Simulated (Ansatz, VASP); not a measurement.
One calculation of Ge, two programs

```
Ge
1.0
     0.00000    2.09836    2.09836
     2.09836    0.00000    2.09836
     2.09836    2.09836    0.00000
Ge
1
Cartesian
  0.0000 0.0000 0.0000
```

Alike in both runs: task single point; functional PBE; dispersion D3(BJ); k mesh 20 × 20 × 20; occupations fermi-dirac, width 0.15 eV; no spin polarisation.

```csv
,VASP,Ansatz
version,VASP 6.6.1,Ansatz 0.2.0
potentials or method,"VASP PAW PBE potentials, release 64 (Ge_d), cutoff 500 eV","scalar-relativistic, plane waves, PAW"
valence electrons in the cell,14,14
```

```tsv
	VASP	Ansatz	Ansatz less VASP
gap on the k mesh at the Fermi level (eV)	none	none	-
pressure (GPa)	0.8	0.9	+0.14
```

A gap of «none» marks a metal or a gap that the smearing closes.
